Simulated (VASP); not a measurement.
# Si20H8O in VASP: single point with PBE

Aim: the single point of Si20H8O with PBE.

All numbers are computed with VASP 6.6.1; they aren't measurements. Logs are shortened: lines on timing, memory, paths and dates and some standing lists are left out, and cuts for length are marked.

## 1. The cell of the first run

The cell holds a slab with vacuum, 29 atoms: a = 7.679 Å, b = 7.679 Å, c = 17.256 Å, α = 90.00°, β = 90.00°, γ = 90.00°.

## 2. Single point, PBE, collinear spin, zero start

INCAR

```
PREC = Accurate
ENCUT = 520
EDIFF = 1E-6
ISMEAR = -1
SIGMA = 0.05
LREAL = F
LASPH = T
NELM = 200
ALGO = Normal
ISIF = 2
LWAVE = F
LCHARG = F
ISPIN = 2
MAGMOM = 0 0 0 0 0 0 0 0 0 0 0 0 0 0 0 0 0 0 0 0 0 0 0 0 0 0 0 0 0
LORBIT = 11
GGA = PE
NBANDS = 71
GGA_COMPAT = F
NELMDL = -8
```

KPOINTS

```
regular mesh
0
Gamma
  2 2 1
```

POSCAR

```
Si20H8O
1.0
    7.6791800000      0.0000000000      0.0000000000
    0.0000000000      7.6791800000      0.0000000000
    0.0000000000      0.0000000000     17.2555000000
H Si O
8 20 1
Direct
    0.4093920184      0.0000000000      0.0579525369
    0.0906079816      0.0000000000      0.0579525369
    0.9093920184      0.0000000000      0.0579525369
    0.5906079816      0.0000000000      0.0579525369
    0.4093920184      0.5000000000      0.0579525369
    0.0906079816      0.5000000000      0.0579525369
    0.9093920184      0.5000000000      0.0579525369
    0.5906079816      0.5000000000      0.0579525369
    0.2500000000      0.0000000000      0.1081104575
    0.7500000000      0.0000000000      0.1081104575
    0.2500000000      0.5000000000      0.1081104575
    0.7500000000      0.5000000000      0.1081104575
    0.2499170484      0.2499684862      0.1827761583
    0.7500457080      0.2502157782      0.1847161775
    0.2499580684      0.7490910488      0.1880507664
    0.7499596311      0.7504227014      0.1906272783
    0.0021234038      0.2448520545      0.2608191591
    0.4978212517      0.2446249469      0.2606353916
    0.0040690542      0.7533681982      0.2709241691
    0.4958186942      0.7532491750      0.2708924111
    0.0204219721      0.0094313455      0.3480989250
    0.4797027808      0.0093661042      0.3479983773
    0.0049263072      0.4927546952      0.3455025934
    0.4944208887      0.4923194924      0.3452031526
    0.2501562667      0.0649654000      0.4382360986
    0.7500083342      0.0830416789      0.3998646229
    0.2496159746      0.3502100485      0.3905617919
    0.7496310804      0.3769609516      0.3948853989
    0.7499641889      0.2402225238      0.4735218916
```

Potentials or basis: VASP PAW PBE potentials, release 64 (H, Si, O).

On the command line:

```console
> cat potpaw_PBE.64/H/POTCAR potpaw_PBE.64/Si/POTCAR potpaw_PBE.64/O/POTCAR > POTCAR
> mpirun -np 1 vasp_std > vasp.out
```

OUTCAR:

```text
PREC = Accurate
   ENCUT = 520
   EDIFF = 1E-6
   ISMEAR = -1
   LREAL = F
   LASPH = T
   NELM = 200
   ISIF = 2
   ISPIN = 2
   LORBIT = 11
   GGA = PE
   NELMDL = -8

 ion  position               nearest neighbor table
   1  0.409  0.000  0.058-   9 1.50
   2  0.091  0.000  0.058-   9 1.50
   3  0.909  0.000  0.058-  10 1.50
   4  0.591  0.000  0.058-  10 1.50
   5  0.409  0.500  0.058-  11 1.50
   6  0.091  0.500  0.058-  11 1.50
   7  0.909  0.500  0.058-  12 1.50
   8  0.591  0.500  0.058-  12 1.50
   9  0.250  0.000  0.108-   1 1.50   2 1.50  13 2.31  15 2.37
  10  0.750  0.000  0.108-   3 1.50   4 1.50  14 2.33  16 2.39
  11  0.250  0.500  0.108-   5 1.50   6 1.50  13 2.31  15 2.36
  12  0.750  0.500  0.108-   7 1.50   8 1.50  14 2.33  16 2.39
  13  0.250  0.250  0.183-   9 2.31  11 2.31  18 2.33  17 2.33
  14  0.750  0.250  0.185-  12 2.33  10 2.33  18 2.34  17 2.34
  15  0.250  0.749  0.188-  11 2.36  20 2.37  19 2.37   9 2.37
  16  0.750  0.750  0.191-  10 2.39  12 2.39  20 2.39  19 2.39
  17  0.002  0.245  0.261-  13 2.33  14 2.34  21 2.36  23 2.40  27 3.05
  18  0.498  0.245  0.261-  13 2.33  14 2.34  22 2.36  24 2.40  27 3.05
  19  0.004  0.753  0.271-  15 2.37  21 2.38  23 2.38  16 2.39
  20  0.496  0.753  0.271-  15 2.37  22 2.38  24 2.38  16 2.39
  21  0.020  0.009  0.348-  26 2.33  17 2.36  19 2.38  25 2.39
  22  0.480  0.009  0.348-  26 2.33  18 2.36  20 2.38  25 2.39
  23  0.005  0.493  0.346-  27 2.31  28 2.32  19 2.38  17 2.40
  24  0.494  0.492  0.345-  27 2.31  28 2.32  20 2.38  18 2.40
  25  0.250  0.065  0.438-  27 2.34  21 2.39  22 2.39
  26  0.750  0.083  0.400-  29 1.75  28 2.26  21 2.33  22 2.33
  27  0.250  0.350  0.391-  23 2.31  24 2.31  25 2.34  17 3.05  18 3.05
  28  0.750  0.377  0.395-  29 1.72  26 2.26  23 2.32  24 2.32
  29  0.750  0.240  0.474-  28 1.72  26 1.75

  LATTYP: Found a simple tetragonal cell.
 ALAT       =     7.6791800000
 C/A-ratio  =     2.2470498152

  Lattice vectors:

 A1 = (   7.6791800000,   0.0000000000,   0.0000000000)
 A2 = (   0.0000000000,   7.6791800000,   0.0000000000)
 A3 = (   0.0000000000,   0.0000000000,  17.2555000000)

Analysis of symmetry for initial positions (statically):
=====================================================================
 Subroutine PRICEL returns:
 Original cell was already a primitive cell.

 Routine SETGRP: Setting up the symmetry group for a
 simple tetragonal supercell.

 Subroutine GETGRP returns: Found  1 space group operations
 (whereof  1 operations were pure point group operations)
 out of a pool of 16 trial point group operations.

The static configuration has the point symmetry C_1 .

Analysis of symmetry for dynamics (positions and initial velocities):
=====================================================================
 Subroutine PRICEL returns:
 Original cell was already a primitive cell.

 Routine SETGRP: Setting up the symmetry group for a
 simple tetragonal supercell.

 Subroutine GETGRP returns: Found  1 space group operations
 (whereof  1 operations were pure point group operations)
 out of a pool of 16 trial point group operations.

The dynamic configuration has the point symmetry C_1 .

Analysis of structural, dynamic, and magnetic symmetry:
=====================================================================
 Subroutine PRICEL returns:
 Original cell was already a primitive cell.

 Routine SETGRP: Setting up the symmetry group for a
 simple tetragonal supercell.

 Subroutine GETGRP returns: Found  1 space group operations
 (whereof  1 operations were pure point group operations)
 out of a pool of 16 trial point group operations.

The overall configuration has the point symmetry C_1 .

 Subroutine INISYM returns: Found  1 space group operations
 (whereof  1 operations are pure point group operations),
 and found     1 'primitive' translations

----------------------------------------------------------------------------------------

                                     Primitive cell

  volume of cell :    1017.5535

  direct lattice vectors                    reciprocal lattice vectors
     7.679180000  0.000000000  0.000000000     0.130222237  0.000000000  0.000000000
     0.000000000  7.679180000  0.000000000     0.000000000  0.130222237  0.000000000
[... 105 lines left out ...]
   ions per type =               8  20   1
   NGX,Y,Z   is equivalent  to a cutoff of  12.99, 12.99, 12.33 a.u.
   NGXF,Y,Z  is equivalent  to a cutoff of  25.98, 25.98, 24.66 a.u.
 SYSTEM =  unknown system
   PREC   = accura    normal or accurate (medium, high low for compatibility)
   ISTART =      0    job   : 0-new  1-cont  2-samecut
   ICHARG =      2    charge: 1-file 2-atom 10-const
   ISPIN  =      2    spin polarized calculation?
   LNONCOLLINEAR =      F non collinear calculations
   LSORBIT =      F    spin-orbit coupling
   LASPH  =      T    aspherical Exc in radial PAW
   ENCUT  =  520.0 eV  38.22 Ry    6.18 a.u.  14.28 14.28 32.08*2*pi/ulx,y,z
   NELM   =    200;   NELMIN=  2; NELMDL= -8     # of ELM steps
   EDIFF  = 0.1E-05   stopping-criterion for ELM
   LREAL  =      F    real-space projection
   EDIFFG = 0.1E-04   stopping-criterion for IOM
   NSW    =      0    number of steps for IOM
   IBRION =     -1    ionic relax: 0-MD 1-quasi-New 2-CG
   NFREE  =      0    steps in history (QN), initial steepest desc. (CG)
   ISIF   =      2    stress and relaxation
   ISYM   =      2    0-nonsym 1-usesym 2-fastsym
   POTIM  = 0.5000    time-step for ionic-motion
   TEBEG  =    0.0;   TEEND  =   0.0 temperature during run
   PSTRESS=    0.0 pullay stress
   NELECT =      94.0000    total number of electrons
   NUPDOWN=      -1.0000    fix difference up-down
   EMIN   =  10.00;   EMAX   =-10.00  energy-range for DOS
   EFERMI =   0.00;   METHOD = LEGACY
   ISMEAR =    -1;   SIGMA  =   0.05  broadening in eV -4-tet -1-fermi 0-gaus
   EFERMI_NEDOS =   21; number of points for ismear=-14 and -15
   IALGO  =     38    algorithm
   IMIX   =      4    mixing-type and parameters
     AMIX     =   0.40;   BMIX     =  1.00
     AMIX_MAG =   1.60;   BMIX_MAG =  1.00
  volume/ion in A,a.u.               =      35.09       236.79
  Fermi-wavevector in a.u.,A,eV,Ry     =   0.740057  1.398505  7.451693  0.547684
  Thomas-Fermi vector in A             =   1.834368
   LORBIT       =     11    0 simple, 1 ext, 2 COOP (PROOUT), +10 PAW based schemes
   GGA     = PE    functional components
   LHFCALC =     F    Hartree Fock is set to
   AEXX    =    0.0000 exact exchange contribution
   IVDW    =     0    specifies the selected vdW correction
   LEPSILON=     F    determine dielectric tensor
   LRPA    =     F    only Hartree local field effects (RPA)
 spin polarized calculation
  energy-cutoff  :      520.00
  volume of cell :     1017.55
 maximum number of plane-waves:     27424
 NGX is ok and might be reduce to    60
   NGX = 29   NGY = 29   NGZ = 65

 number of electron      94.0000006 magnetization       0.0000000

 number of electron      94.0000006 magnetization      -0.0000000

 Free energy of the ion-electron system (eV)
  ---------------------------------------------------
  ext. energy  EPLUGINS =         0.00000000
  ---------------------------------------------------
  free energy    TOTEN  =      -136.33013260 eV

  energy without entropy =     -136.31478869  energy(sigma->0) =     -136.32246064

 E-fermi :  -0.2039     XC(G=0):  -4.8208

 val. band max:       -0.3229791638   @ k =   0.5000   0.5000   0.0000
 cond. band min:      -0.0796803943   @ k =   0.0000   0.0000   0.0000
 fundamental gap:      0.2432987695
 Fermi energy:        -0.2038735055

 spin component 1

 k-point     1 :       0.0000    0.0000    0.0000
  band No.  band energies     occupation
      1     -20.3016      1.00000
      2     -12.0837      1.00000
      3     -10.9122      1.00000
      4     -10.2855      1.00000
      5     -10.1188      1.00000
      6     -10.0730      1.00000
[... 237 lines left out ...]
     58       2.9848      0.00000
     59       3.0672      0.00000
 Fermi energy:        -0.2038735055

 spin component 2

 k-point     1 :       0.0000    0.0000    0.0000
  band No.  band energies     occupation
      1     -20.3016      1.00000
      2     -12.0837      1.00000
      3     -10.9122      1.00000
      4     -10.2855      1.00000
      5     -10.1188      1.00000
      6     -10.0730      1.00000
[... 237 lines left out ...]
     58       2.9848      0.00000
     59       3.0672      0.00000
 [bands above 59 left out]

------------------------ aborting loop because EDIFF is reached ----------------------------------------

  FORCE on cell =-STRESS in cart. coord.  units (eV):
  Direction    XX          YY          ZZ          XY          YZ          ZX
  --------------------------------------------------------------------------------------
  -------------------------------------------------------------------------------------
  Total       21.1779769      2.1571588     -0.1169441     -0.0060323      0.0551209     -0.0015674
  in kB       33.3455441      3.3965300     -0.1841330     -0.0094981      0.0867900     -0.0024680
  external PRESSURE =      12.1859804 kB  Pullay stress =       0.0000000 kB

 VOLUME and BASIS-vectors are now :
 -----------------------------------------------------------------------------
  energy-cutoff  :      520.00
  volume of cell :     1017.55
      direct lattice vectors                 reciprocal lattice vectors
     7.679180000  0.000000000  0.000000000     0.130222237  0.000000000  0.000000000
     0.000000000  7.679180000  0.000000000     0.000000000  0.130222237  0.000000000
     0.000000000  0.000000000 17.255500000     0.000000000  0.000000000  0.057952537

 POSITION                                       TOTAL-FORCE (eV/Angst)
 -----------------------------------------------------------------------------------
      3.14379      0.00000      1.00000        -0.622582     -0.108492     -0.025708
      0.69580      0.00000      1.00000         0.623394     -0.109610     -0.027168
      6.98338      0.00000      1.00000        -0.600808     -0.091178      0.011296
      4.53539      0.00000      1.00000         0.600353     -0.089380      0.011835
      3.14379      3.83959      1.00000        -0.642291      0.092282     -0.026972
      0.69580      3.83959      1.00000         0.642678      0.092520     -0.027553
[... 21 lines left out ...]
      5.75655      2.89475      6.81395         0.004404      0.040020     -0.052916
      5.75911      1.84471      8.17086        -0.004582      0.018192      0.101939
 -----------------------------------------------------------------------------------
    total drift:                               -0.000001      0.000508      0.000290

  FREE ENERGIE OF THE ION-ELECTRON SYSTEM (eV)
  ---------------------------------------------------
  free  energy   TOTEN  =      -136.3301326005 eV

  energy  without entropy=     -136.3147886893  energy(sigma->0) =     -136.32246064

 total charge

# of ion       s       p       d       tot
------------------------------------------
    1        0.568   0.018   0.000   0.586
    2        0.568   0.018   0.000   0.586
    3        0.566   0.019   0.000   0.585
    4        0.566   0.019   0.000   0.585
    5        0.568   0.018   0.000   0.586
    6        0.568   0.018   0.000   0.586
[... 21 lines left out ...]
   28        0.747   0.919   0.000   1.666
   29        1.580   3.460   0.000   5.041
--------------------------------------------------
tot         21.263  22.268   0.000  43.531

 magnetization (x)

# of ion       s       p       d       tot
------------------------------------------
    1       -0.000  -0.000   0.000  -0.000
    2       -0.000  -0.000   0.000  -0.000
    3        0.000  -0.000   0.000   0.000
    4        0.000   0.000   0.000   0.000
    5       -0.000   0.000   0.000   0.000
    6       -0.000   0.000   0.000   0.000
[... 21 lines left out ...]
   28       -0.000  -0.000   0.000  -0.000
   29       -0.000  -0.000   0.000  -0.000
--------------------------------------------------
tot          0.000  -0.000   0.000  -0.000
```

It took 50 min on 1 thread of Intel Xeon 8259CL, shared host; peak memory 1.5 GiB.

What came out:

```
Free energy                                           : -136.3301 eV
Largest force                                         : 0.650 eV/Å
Band gap on the k mesh                                : 0.24 eV (least direct gap 0.63 eV)
Net moment                                            : 0.00 μB per cell
Valence electrons inside the program's atomic spheres : H 0.59, 0.58 (each value once); Si 1.75, 1.74, 1.72, 1.69, 1.67, 1.68, 1.66, 1.70, 1.64, 1.63 (each value once); O 5.04
```

Forces in eV/Å, atoms in the order of the input:
```
H   -0.623 -0.108 -0.026
H    0.623 -0.110 -0.027
H   -0.601 -0.091  0.011
H    0.600 -0.089  0.012
H   -0.642  0.092 -0.027
H    0.643  0.093 -0.028
H   -0.615  0.098  0.025
H    0.614  0.098  0.025
Si  -0.005 -0.145 -0.117
Si   0.003 -0.111  0.150
Si  -0.002  0.109 -0.145
Si   0.001  0.156  0.164
Si  -0.001  0.000  0.001
Si   0.002  0.003  0.001
Si  -0.001  0.005  0.000
Si   0.000 -0.002 -0.002
Si   0.000  0.000  0.000
Si   0.003 -0.002  0.002
Si  -0.003 -0.001  0.004
Si   0.006 -0.002  0.002
Si   0.000  0.008 -0.002
Si  -0.003  0.009  0.001
Si  -0.004 -0.008 -0.008
Si   0.002 -0.003  0.002
Si  -0.003 -0.007 -0.007
Si   0.003 -0.056 -0.061
Si   0.003  0.005  0.001
Si   0.004  0.040 -0.053
O   -0.005  0.018  0.102
```
